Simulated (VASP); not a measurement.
# Na2Pt (Ni2In type) (P6_3/mmc) in VASP: single point with LDA

Aim: the single point of Na2Pt (Ni2In type) with LDA.

Everything below comes from runs of VASP 6.6.1. Logs are shortened: lines on timing, memory, paths and dates and some standing lists are left out, and cuts for length are marked.

## 1. The cell of the first run

It takes space group P6_3/mmc (No. 194, hexagonal). The conventional cell has a = 4.771 Å, b = 4.771 Å, c = 5.839 Å, α = 90.00°, β = 90.00°, γ = 120.00°. Pt (site symmetry -6m2) has 11 Na at 2.75 to 3.12 Å within 3.6 Å. Na (site symmetry -3m) has 8 Na at 2.92 to 3.12 Å and 6 Pt at 3.12 Å within 3.8 Å. Within 3.6 Å of Na (site symmetry -6m2) lie 5 Pt at 2.75 to 2.92 Å and 6 Na at 3.12 Å.

## 2. Single point, LDA

INCAR reads:

```
PREC = Accurate
ENCUT = 520
EDIFF = 1E-6
ISMEAR = -1
SIGMA = 0.05
LREAL = F
LASPH = T
NELM = 100
ALGO = Normal
ISIF = 2
LWAVE = F
LCHARG = F
NBANDS = 33
```

KPOINTS reads:

```
regular mesh
0
Gamma
  7 7 5
```

POSCAR reads:

```
Na2Pt
1.0
    4.7707218479      0.0000000000      0.0000000000
   -2.3853609240      4.1315663146      0.0000000000
    0.0000000000      0.0000000000      5.8390867364
Pt Na
2 4
Direct
    0.3333333333      0.6666666667      0.2500000000
    0.6666666667      0.3333333333      0.7500000000
    0.0000000000      0.0000000000      0.0000000000
    0.0000000000      0.0000000000      0.5000000000
    0.3333333333      0.6666666667      0.7500000000
    0.6666666667      0.3333333333      0.2500000000
```

Potentials or basis: VASP PAW LDA potentials, release 64 (Pt, Na_pv).

Started as:

```sh
> cat potpaw_LDA.64/Pt/POTCAR potpaw_LDA.64/Na_pv/POTCAR > POTCAR
> mpirun -np 1 vasp_std > vasp.out
```

OUTCAR:

```text
PREC = Accurate
   ENCUT = 520
   EDIFF = 1E-6
   ISMEAR = -1
   LREAL = F
   LASPH = T
   NELM = 100
   ISIF = 2

 ion  position               nearest neighbor table
   1  0.333  0.667  0.250-   6 2.75   6 2.75   6 2.75   5 2.92   5 2.92   3 3.12   4 3.12   4 3.12
                             3 3.12   4 3.12   3 3.12
   2  0.667  0.333  0.750-   5 2.75   5 2.75   5 2.75   6 2.92   6 2.92   3 3.12   4 3.12   3 3.12
                             4 3.12   3 3.12   4 3.12
   3  0.000  0.000  0.000-   1 3.12   2 3.12   1 3.12   2 3.12   2 3.12   1 3.12
   4  0.000  0.000  0.500-   1 3.12   2 3.12   1 3.12   2 3.12   2 3.12   1 3.12
   5  0.333  0.667  0.750-   2 2.75   2 2.75   2 2.75   1 2.92   1 2.92
   6  0.667  0.333  0.250-   1 2.75   1 2.75   1 2.75   2 2.92   2 2.92

  LATTYP: Found a hexagonal cell.
 ALAT       =     4.7707218479
 C/A-ratio  =     1.2239419783

  Lattice vectors:

 A1 = (   4.7707218479,   0.0000000000,   0.0000000000)
 A2 = (  -2.3853609240,   4.1315663146,   0.0000000000)
 A3 = (   0.0000000000,   0.0000000000,   5.8390867364)

Analysis of symmetry for initial positions (statically):
=====================================================================
 Subroutine PRICEL returns:
 Original cell was already a primitive cell.

 Routine SETGRP: Setting up the symmetry group for a
 hexagonal supercell.

 Subroutine GETGRP returns: Found 24 space group operations
 (whereof 12 operations were pure point group operations)
 out of a pool of 24 trial point group operations.

The static configuration has the point symmetry D_3d.
 The point group associated with its full space group is D_6h.

Analysis of symmetry for dynamics (positions and initial velocities):
=====================================================================
 Subroutine PRICEL returns:
 Original cell was already a primitive cell.

 Routine SETGRP: Setting up the symmetry group for a
 hexagonal supercell.

 Subroutine GETGRP returns: Found 24 space group operations
 (whereof 12 operations were pure point group operations)
 out of a pool of 24 trial point group operations.

The dynamic configuration has the point symmetry D_3d.
 The point group associated with its full space group is D_6h.

 Subroutine INISYM returns: Found 24 space group operations
 (whereof 12 operations are pure point group operations),
 and found     1 'primitive' translations

----------------------------------------------------------------------------------------

                                     Primitive cell

  volume of cell :     115.0916

  direct lattice vectors                    reciprocal lattice vectors
     4.770721848  0.000000000  0.000000000     0.209611885  0.121019478  0.000000000
    -2.385360924  4.131566315  0.000000000     0.000000000  0.242038957  0.000000000
     0.000000000  0.000000000  5.839086736     0.000000000  0.000000000  0.171259658

  length of vectors
     4.770721848  4.770721848  5.839086736     0.242038957  0.242038957  0.171259658

  position of ions in fractional coordinates (direct lattice)
     0.333333333  0.666666667  0.250000000
     0.666666667  0.333333333  0.750000000
     0.000000000  0.000000000  0.000000000
     0.000000000  0.000000000  0.500000000
     0.333333333  0.666666667  0.750000000
     0.666666667  0.333333333  0.250000000

  ion indices of the primitive-cell ions
   primitive index   ion index
                 1           1
                 2           2
                 3           3
                 4           4
                 5           5
                 6           6

----------------------------------------------------------------------------------------

 KPOINTS: regular mesh

Automatic generation of k-mesh.
 Grid dimensions read from file:
 generate k-points for:    7    7    5

 Generating k-lattice:

  Cartesian coordinates                     Fractional coordinates (reciprocal lattice)
     0.029944555  0.017288497  0.000000000     0.142857143 -0.000000000  0.000000000
     0.000000000  0.034576994  0.000000000     0.000000000  0.142857143  0.000000000
     0.000000000  0.000000000  0.034251932     0.000000000  0.000000000  0.200000000

  Length of vectors
     0.034576994  0.034576994  0.034251932

  Shift w.r.t. Gamma in fractional coordinates (k-lattice)
     0.000000000  0.000000000  0.000000000

 Subroutine IBZKPT returns following result:
 ===========================================

 Found     24 irreducible k-points:

 Following reciprocal coordinates:
            Coordinates               Weight
  0.000000  0.000000  0.000000      1.000000
  0.142857  0.000000  0.000000      6.000000
  0.285714  0.000000  0.000000      6.000000
  0.428571 -0.000000  0.000000      6.000000
  0.142857  0.142857  0.000000      6.000000
  0.285714  0.142857  0.000000     12.000000
[... 16 lines left out ...]
  0.428571  0.142857  0.400000     12.000000
  0.285714  0.285714  0.400000     12.000000
   k-points           NKPTS =     24   k-points in BZ     NKDIM =     24   number of bands    NBANDS=     33
   number of dos      NEDOS =    301   number of ions     NIONS =      6
   total plane-waves  NPLWV =  62208
   dimension x,y,z NGX =    36 NGY =   36 NGZ =   48
   dimension x,y,z NGXF=    72 NGYF=   72 NGZF=   96
   ions per type =               2   4
   NGX,Y,Z   is equivalent  to a cutoff of  12.54, 12.54, 13.67 a.u.
   NGXF,Y,Z  is equivalent  to a cutoff of  25.09, 25.09, 27.33 a.u.
 SYSTEM =  unknown system
   PREC   = accura    normal or accurate (medium, high low for compatibility)
   ISTART =      0    job   : 0-new  1-cont  2-samecut
   ICHARG =      2    charge: 1-file 2-atom 10-const
   ISPIN  =      1    spin polarized calculation?
   LNONCOLLINEAR =      F non collinear calculations
   LSORBIT =      F    spin-orbit coupling
   LASPH  =      T    aspherical Exc in radial PAW
   ENCUT  =  520.0 eV  38.22 Ry    6.18 a.u.   8.87  8.87 10.86*2*pi/ulx,y,z
   NELM   =    100;   NELMIN=  2; NELMDL= -5     # of ELM steps
   EDIFF  = 0.1E-05   stopping-criterion for ELM
   LREAL  =      F    real-space projection
   EDIFFG = 0.1E-04   stopping-criterion for IOM
   NSW    =      0    number of steps for IOM
   IBRION =     -1    ionic relax: 0-MD 1-quasi-New 2-CG
   NFREE  =      0    steps in history (QN), initial steepest desc. (CG)
   ISIF   =      2    stress and relaxation
   ISYM   =      2    0-nonsym 1-usesym 2-fastsym
   POTIM  = 0.5000    time-step for ionic-motion
   TEBEG  =    0.0;   TEEND  =   0.0 temperature during run
   PSTRESS=    0.0 pullay stress
   NELECT =      48.0000    total number of electrons
   NUPDOWN=      -1.0000    fix difference up-down
   EMIN   =  10.00;   EMAX   =-10.00  energy-range for DOS
   EFERMI =   0.00;   METHOD = LEGACY
   ISMEAR =    -1;   SIGMA  =   0.05  broadening in eV -4-tet -1-fermi 0-gaus
   EFERMI_NEDOS =   21; number of points for ismear=-14 and -15
   IALGO  =     38    algorithm
   IMIX   =      4    mixing-type and parameters
     AMIX     =   0.40;   BMIX     =  1.00
     AMIX_MAG =   1.60;   BMIX_MAG =  1.00
  volume/ion in A,a.u.               =      19.18       129.45
  Fermi-wavevector in a.u.,A,eV,Ry     =   1.223134  2.311388 20.355084  1.496056
  Thomas-Fermi vector in A             =   2.358256
   LORBIT       =      0    0 simple, 1 ext, 2 COOP (PROOUT), +10 PAW based schemes
   GGA     = CA    functional components
   LHFCALC =     F    Hartree Fock is set to
   AEXX    =    0.0000 exact exchange contribution
   IVDW    =     0    specifies the selected vdW correction
   LEPSILON=     F    determine dielectric tensor
   LRPA    =     F    only Hartree local field effects (RPA)
 non-spin polarized calculation
  energy-cutoff  :      520.00
  volume of cell :      115.09
 maximum number of plane-waves:      3124
 NGX is ok and might be reduce to    36
   NGX = 17   NGY = 17   NGZ = 21

 number of electron      48.0000027 magnetization

 Free energy of the ion-electron system (eV)
  ---------------------------------------------------
  ext. energy  EPLUGINS =         0.00000000
  ---------------------------------------------------
  free energy    TOTEN  =       -20.20082180 eV

  energy without entropy =      -20.19430359  energy(sigma->0) =      -20.19756270

 E-fermi :   2.9122     XC(G=0):  -9.9764

 val. band max:        2.7037934528   @ k =   0.1429   0.1429   0.0000
 cond. band min:       2.9126928426   @ k =   0.1429   0.0000   0.0000
 fundamental gap:      0.2088993898
 Fermi energy:         2.9121563373

 k-point     1 :       0.0000    0.0000    0.0000
  band No.  band energies     occupation
      1     -20.7838      2.00000
      2     -20.6134      2.00000
      3     -20.6134      2.00000
      4     -20.5845      2.00000
      5     -20.5829      2.00000
      6     -20.5829      2.00000
[... 25 lines left out ...]
     32      11.7627      0.00000
     33      12.2248      0.00000

 k-point     2 :       0.1429    0.0000    0.0000
  band No.  band energies     occupation
      1     -20.7844      2.00000
      2     -20.6139      2.00000
      3     -20.6133      2.00000
      4     -20.5845      2.00000
      5     -20.5839      2.00000
      6     -20.5830      2.00000
[... 25 lines left out ...]
     32      11.2781      0.00000
     33      11.4776      0.00000

 k-point     3 :       0.2857    0.0000    0.0000
  band No.  band energies     occupation
      1     -20.7856      2.00000
      2     -20.6151      2.00000
      3     -20.6132      2.00000
      4     -20.5865      2.00000
      5     -20.5841      2.00000
      6     -20.5833      2.00000
[... 25 lines left out ...]
     32      11.6041      0.00000
     33      11.7328      0.00000

 k-point     4 :       0.4286   -0.0000    0.0000
  band No.  band energies     occupation
      1     -20.7864      2.00000
      2     -20.6160      2.00000
      3     -20.6133      2.00000
      4     -20.5884      2.00000
      5     -20.5839      2.00000
      6     -20.5835      2.00000
[... 25 lines left out ...]
     32      11.1996      0.00000
     33      11.9335      0.00000

 k-point     5 :       0.1429    0.1429    0.0000
  band No.  band energies     occupation
      1     -20.7852      2.00000
      2     -20.6147      2.00000
      3     -20.6133      2.00000
      4     -20.5855      2.00000
      5     -20.5844      2.00000
      6     -20.5833      2.00000
[... 604 lines left out ...]
 k-point    22 :       0.2857    0.1429    0.4000
  band No.  band energies     occupation
      1     -20.7173      2.00000
      2     -20.6549      2.00000
      3     -20.6053      2.00000
      4     -20.6050      2.00000
      5     -20.5961      2.00000
      6     -20.5946      2.00000
[... 25 lines left out ...]
     32      11.6011      0.00000
     33      12.2457      0.00000

 k-point    23 :       0.4286    0.1429    0.4000
  band No.  band energies     occupation
      1     -20.7176      2.00000
      2     -20.6550      2.00000
      3     -20.6059      2.00000
      4     -20.6057      2.00000
      5     -20.5965      2.00000
      6     -20.5948      2.00000
[... 25 lines left out ...]
     32      11.5536      0.00000
     33      12.7639      0.00000

 k-point    24 :       0.2857    0.2857    0.4000
  band No.  band energies     occupation
      1     -20.7176      2.00000
      2     -20.6550      2.00000
      3     -20.6066      2.00000
      4     -20.6065      2.00000
      5     -20.5955      2.00000
      6     -20.5948      2.00000
[... 25 lines left out ...]
     32      11.5832      0.00000
     33      12.1792      0.00000

------------------------ aborting loop because EDIFF is reached ----------------------------------------

  FORCE on cell =-STRESS in cart. coord.  units (eV):
  Direction    XX          YY          ZZ          XY          YZ          ZX
  --------------------------------------------------------------------------------------
  -------------------------------------------------------------------------------------
  Total        0.0865984      0.0865984      0.0386777     -0.0000000      0.0000000      0.0000000
  in kB        1.2055258      1.2055258      0.5384276     -0.0000000      0.0000000      0.0000000
  external PRESSURE =       0.9831597 kB  Pullay stress =       0.0000000 kB

 VOLUME and BASIS-vectors are now :
 -----------------------------------------------------------------------------
  energy-cutoff  :      520.00
  volume of cell :      115.09
      direct lattice vectors                 reciprocal lattice vectors
     4.770721848  0.000000000  0.000000000     0.209611885  0.121019478  0.000000000
    -2.385360924  4.131566315  0.000000000     0.000000000  0.242038957  0.000000000
     0.000000000  0.000000000  5.839086736     0.000000000  0.000000000  0.171259658

 POSITION                                       TOTAL-FORCE (eV/Angst)
 -----------------------------------------------------------------------------------
     -0.00000      2.75438      1.45977         0.000000     -0.000000      0.000000
      2.38536      1.37719      4.37932         0.000000     -0.000000      0.000000
      0.00000      0.00000      0.00000         0.000000     -0.000000      0.000000
      0.00000      0.00000      2.91954         0.000000     -0.000000      0.000000
     -0.00000      2.75438      4.37932         0.000000      0.000000      0.000000
      2.38536      1.37719      1.45977        -0.000000     -0.000000      0.000000
 -----------------------------------------------------------------------------------
    total drift:                               -0.000000      0.000000     -0.000000

  FREE ENERGIE OF THE ION-ELECTRON SYSTEM (eV)
  ---------------------------------------------------
  free  energy   TOTEN  =       -20.2008218001 eV

  energy  without entropy=      -20.1943035946  energy(sigma->0) =      -20.19756270
```

It took 33 s on 1 thread of Intel Xeon 6975P-C (Granite Rapids), shared host; peak memory 0.23 GiB.

What came out:

```
Free energy            : -20.2008 eV
Pressure               : 0.1 GPa
Band gap on the k mesh : zero (bands 24 and 25 overlap by 0.02 eV)
```

Levels at points of the mesh, in eV from the Fermi level:
```csv
k point,band 21,band 22,band 23,band 24,band 25,band 26,band 27,band 28
"(0.00, 0.00, 0.00)",-1.14,-0.78,-0.78,0.08,0.62,4.20,4.20,5.55
```

Caveat: spin-orbit coupling is left out, which moves the levels of the heavy elements.
